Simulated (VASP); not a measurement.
# Os (C2/m) in VASP: further runs

The runs below take Os through single point, relaxation of cell and atoms, with PBE.

All numbers are computed with VASP 6.6.1; they aren't measurements. Logs are shortened: lines on timing, memory, paths and dates and some standing lists are left out, and cuts for length are marked.

**1. The cell of the first run**

The structure is monoclinic, space group C2/m (No. 12). The conventional cell has a = 3.444 Å, b = 5.029 Å, c = 1.954 Å, α = 90.00°, β = 124.24°, γ = 90.00°. Os (site symmetry 2/m) has 2 Os at 1.95 Å within 2.6 Å.

**2. Single point, PBE**

The input, INCAR:

```
PREC = Accurate
ENCUT = 520
EDIFF = 1E-7
ISMEAR = 0
SIGMA = 0.1
LREAL = F
LASPH = T
NELM = 60
ALGO = Normal
ISIF = 2
LWAVE = F
LCHARG = T
GGA = PE
LELF = T
LVHAR = T
NBANDS = 10
```

The input, KPOINTS:

```
regular mesh
0
Gamma
  8 8 10
```

The input, POSCAR:

```
Os
1.0
    1.7221032600     -2.5147043200      0.0000000000
    1.7221032600      2.5147043200      0.0000000000
   -1.0996583400      0.0000000000      1.6154202100
Os
1
Direct
    0.5000000000      0.5000000000      0.5000000000
```

Potentials or basis: VASP PAW PBE potentials, release 64 (Os).

On the command line:

```sh
$ cat potpaw_PBE.64/Os/POTCAR > POTCAR
$ mpirun -np 1 vasp_std > vasp.out
```

OUTCAR:

```text
PREC = Accurate
   ENCUT = 520
   EDIFF = 1E-7
   ISMEAR = 0
   LREAL = F
   LASPH = T
   NELM = 60
   ISIF = 2
   GGA = PE

 ion  position               nearest neighbor table
   1  0.500  0.500  0.500-

  LATTYP: Found a base centered monoclinic cell.
 ALAT       =     3.4442065200
 B/A-ratio  =     1.4602517621
 C/A-ratio  =     0.5673826228
 COS(beta)  =    -0.5627202672

  Lattice vectors:

 A1 = (   1.7221032600,  -2.5147043200,   0.0000000000)
 A2 = (   1.7221032600,   2.5147043200,   0.0000000000)
 A3 = (  -1.0996583400,   0.0000000000,   1.6154202100)

Analysis of symmetry for initial positions (statically):
=====================================================================
 Subroutine PRICEL returns:
 Original cell was already a primitive cell.

 Routine SETGRP: Setting up the symmetry group for a
 base centered monoclinic supercell.

 Subroutine GETGRP returns: Found  4 space group operations
 (whereof  4 operations were pure point group operations)
 out of a pool of  4 trial point group operations.

The static configuration has the point symmetry C_2h.

Analysis of symmetry for dynamics (positions and initial velocities):
=====================================================================
 Subroutine PRICEL returns:
 Original cell was already a primitive cell.

 Routine SETGRP: Setting up the symmetry group for a
 base centered monoclinic supercell.

 Subroutine GETGRP returns: Found  4 space group operations
 (whereof  4 operations were pure point group operations)
 out of a pool of  4 trial point group operations.

The dynamic configuration has the point symmetry C_2h.

 Subroutine INISYM returns: Found  4 space group operations
 (whereof  4 operations are pure point group operations),
 and found     1 'primitive' translations

----------------------------------------------------------------------------------------

                                     Primitive cell

  volume of cell :      13.9914

  direct lattice vectors                    reciprocal lattice vectors
     1.722103260 -2.514704320  0.000000000     0.290342636 -0.198830533  0.197643746
     1.722103260  2.514704320  0.000000000     0.290342636  0.198830533  0.197643746
    -1.099658340  0.000000000  1.615420210     0.000000000  0.000000000  0.619033979

  length of vectors
     3.047848004  3.047848004  1.954182929     0.403603119  0.403603119  0.619033979

  position of ions in fractional coordinates (direct lattice)
     0.500000000  0.500000000  0.500000000

  ion indices of the primitive-cell ions
[... 80 lines left out ...]
   ISIF   =      2    stress and relaxation
   ISYM   =      2    0-nonsym 1-usesym 2-fastsym
   POTIM  = 0.5000    time-step for ionic-motion
   TEBEG  =    0.0;   TEEND  =   0.0 temperature during run
   PSTRESS=    0.0 pullay stress
   NELECT =       8.0000    total number of electrons
   NUPDOWN=      -1.0000    fix difference up-down
   EMIN   =  10.00;   EMAX   =-10.00  energy-range for DOS
   EFERMI =   0.00;   METHOD = LEGACY
   ISMEAR =     0;   SIGMA  =   0.10  broadening in eV -4-tet -1-fermi 0-gaus
   EFERMI_NEDOS =   21; number of points for ismear=-14 and -15
   IALGO  =     38    algorithm
   IMIX   =      4    mixing-type and parameters
     AMIX     =   0.40;   BMIX     =  1.00
     AMIX_MAG =   1.60;   BMIX_MAG =  1.00
  volume/ion in A,a.u.               =      13.99        94.42
  Fermi-wavevector in a.u.,A,eV,Ry     =   1.358786  2.567733 25.120415  1.846298
  Thomas-Fermi vector in A             =   2.485589
   LORBIT       =      0    0 simple, 1 ext, 2 COOP (PROOUT), +10 PAW based schemes
   GGA     = PE    functional components
   LHFCALC =     F    Hartree Fock is set to
   AEXX    =    0.0000 exact exchange contribution
   IVDW    =     0    specifies the selected vdW correction
   LEPSILON=     F    determine dielectric tensor
   LRPA    =     F    only Hartree local field effects (RPA)
 non-spin polarized calculation
 Gauss-broadening in eV      SIGMA  =   0.10
  energy-cutoff  :      520.00
  volume of cell :       13.99
 maximum number of plane-waves:       390
   NGX = 11   NGY = 11   NGZ =  7

 number of electron       8.0000000 magnetization

 Free energy of the ion-electron system (eV)
  ---------------------------------------------------
  ext. energy  EPLUGINS =         0.00000000
  ---------------------------------------------------
  free energy    TOTEN  =        -6.36717848 eV

  energy without entropy =       -6.36051898  energy(sigma->0) =       -6.36384873

 E-fermi :   9.9224     XC(G=0): -13.7627

 val. band max:        9.9213962248   @ k =   0.3750   0.2500   0.3000
 cond. band min:       9.9235350652   @ k =   0.5000   0.1250   0.5000
 fundamental gap:      0.0021388404
 Fermi energy:         9.9224289730

 k-point     1 :       0.0000    0.0000    0.0000
  band No.  band energies     occupation
      1      -0.9682      2.00000
      2      -0.2048      2.00000
      3       5.3186      2.00000
      4       5.7552      2.00000
      5      14.5773      0.00000
      6      15.5892      0.00000
      7      20.8539      0.00000
      8      26.8697      0.00000
      9      28.2306      0.00000
     10      37.1291      0.00000
[... 287 lines left out ...]
 k-point    24 :       0.2500    0.0000    0.1000
  band No.  band energies     occupation
      1       1.3811      2.00000
      2       2.2378      2.00000
      3       5.0564      2.00000
      4       8.5580      2.00000
      5      12.2547      0.00000
      6      13.0338      0.00000
      7      19.7183      0.00000
      8      23.6769      0.00000
      9      28.7645      0.00000
     10      36.2208      0.00000

 [... further k-points ...]

------------------------ aborting loop because EDIFF is reached ----------------------------------------

  FORCE on cell =-STRESS in cart. coord.  units (eV):
  Direction    XX          YY          ZZ          XY          YZ          ZX
  --------------------------------------------------------------------------------------
  -------------------------------------------------------------------------------------
  Total       10.7792422      0.2857443     23.4866646      0.0000000      0.0000000    -15.7249743
  in kB     1234.3467781     32.7210002   2689.4922904      0.0000000      0.0000000  -1800.6897958
  external PRESSURE =    1318.8533562 kB  Pullay stress =       0.0000000 kB

 VOLUME and BASIS-vectors are now :
 -----------------------------------------------------------------------------
  energy-cutoff  :      520.00
  volume of cell :       13.99
      direct lattice vectors                 reciprocal lattice vectors
     1.722103260 -2.514704320  0.000000000     0.290342636 -0.198830533  0.197643746
     1.722103260  2.514704320  0.000000000     0.290342636  0.198830533  0.197643746
    -1.099658340  0.000000000  1.615420210     0.000000000  0.000000000  0.619033979

 POSITION                                       TOTAL-FORCE (eV/Angst)
 -----------------------------------------------------------------------------------
      1.17227      0.00000      0.80771         0.000000     -0.000000      0.000000
 -----------------------------------------------------------------------------------
    total drift:                               -0.000000     -0.000000     -0.000000

  FREE ENERGIE OF THE ION-ELECTRON SYSTEM (eV)
  ---------------------------------------------------
  free  energy   TOTEN  =        -6.3671784755 eV

  energy  without entropy=       -6.3605189845  energy(sigma->0) =       -6.36384873
```

stdout:

```text
POSCAR found type information on POSCAR Os
 POSCAR found :  1 types and       1 ions
 scaLAPACK will be used
 LDA part: xc-table for (Slater+PW92), standard interpolation
 POSCAR, INCAR and KPOINTS ok, starting setup
 FFT: planning ... GRIDC
 FFT: planning ... GRID_SOFT
 FFT: planning ... GRID
 WAVECAR not read
 entering main loop
```

It took 13 s on 1 thread of Intel Xeon 6975P-C, shared host; peak memory 0.15 GiB.

Results:

* Free energy: -6.3672 eV
* Pressure: 131.9 GPa
* Band gap on the k mesh: zero (band 4 reaches 12.17 eV, above the bottom of band 5 at 8.00 eV)

Levels at points of the mesh, in eV from the Fermi level:
| k point | band 2 | band 3 | band 4 | band 5 | band 6 | band 7 |
| --- | --- | --- | --- | --- | --- | --- |
| (0.00, 0.00, 0.00) | -10.13 | -4.60 | -4.17 | 4.65 | 5.67 | 10.93 |
| (0.50, 0.00, 0.00) | -8.03 | -2.17 | -0.07 | 3.86 | 4.71 | 5.53 |
| (0.50, 0.50, 0.00) | -8.05 | -2.41 | -0.13 | 3.46 | 5.77 | 5.91 |
| (0.00, 0.00, 0.50) | -8.80 | -0.60 | 0.64 | 5.42 | 6.22 | 9.79 |
| (0.50, 0.00, 0.50) | -7.35 | -2.39 | 0.87 | 1.19 | 3.05 | 12.24 |
| (0.50, 0.50, 0.50) | -8.85 | -0.56 | 0.69 | 5.48 | 6.36 | 9.71 |

Caveat: the k points lie up to 0.39 Å⁻¹ apart; spin-orbit coupling is left out, which moves the levels of the heavy elements.

**3. Relaxation of cell and atoms, PBE**

The input, INCAR:

```
SYSTEM = Os
PREC     = Accurate       ! precision mode
ENCUT    = 600            ! plane-wave cutoff, eV
EDIFF    = 1E-6           ! SCF threshold, eV
ISMEAR   = 0              ! smearing method
SIGMA    = 0.1            ! smearing width, eV
LREAL    = .False.        ! projectors in reciprocal space
LASPH    = .True.         ! aspherical terms in the spheres
NELM     = 60             ! most SCF steps
ALGO     = Normal         ! electronic algorithm
ISIF     = 3              ! what is computed and relaxed
LWAVE    = .False.        ! write WAVECAR
LCHARG   = .False.        ! write CHGCAR
GGA      = PE             ! functional
IBRION   = 2              ! ionic algorithm
NSW      = 90             ! ionic steps
EDIFFG   = -0.04          ! ionic threshold
```

The input, KPOINTS:

```
Automatic mesh
0
Gamma
  8 8 10
  0 0 0
```

POSCAR is that of step 2.

Potentials or basis: VASP PAW PBE potentials, release 64 (Os).

On the command line:

```sh
$ cat potpaw_PBE.64/Os/POTCAR > POTCAR
$ mpirun -np 1 vasp_std > vasp.out
```

Run time: 2.2 min. Hardware: 1 thread of Intel Xeon 6975P-C, shared host; peak memory 0.16 GiB.

Results (log left out):

| Item | Value |
| --- | --- |
| Free energy | -11.1062 eV |
| Relaxed volume | 14.33 Å³/atom |
| Relaxed cell | a = 2.721 Å, b = 2.721 Å, c = 2.729 Å, α = 120.02°, β = 120.02°, γ = 89.57° |
| Space group after relaxing (to 0.05 Å) | Fm-3m (No. 225) |
| Energy gained by relaxing | 4739.4 meV/atom |
| Ionic steps | 21 |
| Pressure after relaxing | -0.1 GPa |
| Band gap on the k mesh | zero (band 4 reaches 11.43 eV, above the bottom of band 5 at 7.53 eV) |

Stress tensor (GPa, compression positive):
```
 0.10  0.00  0.33
 0.00 -0.10  0.00
 0.33  0.00 -0.18
```

The path:
```
step  energy change (eV)  largest force (eV/Å)  pressure (GPa)  volume (Å³)
   1              0.0000                0.0000          131.93        13.99
   2              4.0459                0.0000          -54.67        37.84
   3             -1.9709                0.0000          -51.30        23.47
   4             -2.5222                0.0000          -52.90        21.73
   5             -3.3629                0.0000          -29.45        17.85
   6             -3.3630                0.0000          -26.63        17.69
   7             -3.3637                0.0000          -28.12        17.77
   8             -4.1090                0.0000           89.86        12.33
   9             -4.4757                0.0000           21.53        13.80
  10             -4.2302                0.0000           38.54        13.43
  11             -4.6663                0.0000           18.27        13.78
  12             -4.6668                0.0000           18.69        13.77
  13             -4.5594                0.0000          -31.10        15.86
  14             -4.7297                0.0000           -4.87        14.51
  15             -4.7298                0.0000           -4.23        14.49
  16             -4.7328                0.0000            3.25        14.22
  17             -4.7385                0.0000           -0.32        14.34
  18             -4.7392                0.0000            0.66        14.31
  19             -4.7392                0.0000            1.00        14.29
  20             -4.7394                0.0000           -0.60        14.35
  21             -4.7394                0.0000           -0.06        14.33
```

Final structure:
```
Os
1.0
     1.89933   -1.91661   -0.34854
     1.89933    1.91661   -0.34854
    -1.54258    0.00000    2.25126
Os
1
Direct
  0.50000 0.50000 0.50000
```

Levels at points of the mesh, in eV from the Fermi level:
| k point | band 1 | band 2 | band 3 | band 4 | band 5 | band 6 | band 7 | band 8 |
| --- | --- | --- | --- | --- | --- | --- | --- | --- |
| (0.00, 0.00, 0.00) | -10.56 | -2.92 | -2.86 | -2.79 | -0.01 | 0.17 | 14.32 | 20.20 |
| (0.50, 0.00, 0.00) | -7.45 | -3.04 | -2.96 | -0.19 | 2.34 | 2.46 | 8.73 | 13.86 |
| (0.50, 0.50, 0.00) | -7.31 | -6.63 | 2.35 | 2.48 | 3.06 | 3.11 | 12.00 | 12.15 |
| (0.00, 0.00, 0.50) | -7.32 | -6.60 | 2.26 | 2.38 | 3.01 | 3.12 | 11.85 | 12.19 |
| (0.50, 0.00, 0.50) | -7.44 | -3.11 | -2.92 | -0.14 | 2.40 | 2.44 | 8.79 | 13.83 |
| (0.50, 0.50, 0.50) | -7.31 | -6.61 | 2.32 | 2.36 | 2.99 | 3.15 | 11.92 | 12.13 |

Caveat: the k points lie up to 0.35 Å⁻¹ apart in the final cell; spin-orbit coupling is left out, which moves the levels of the heavy elements.
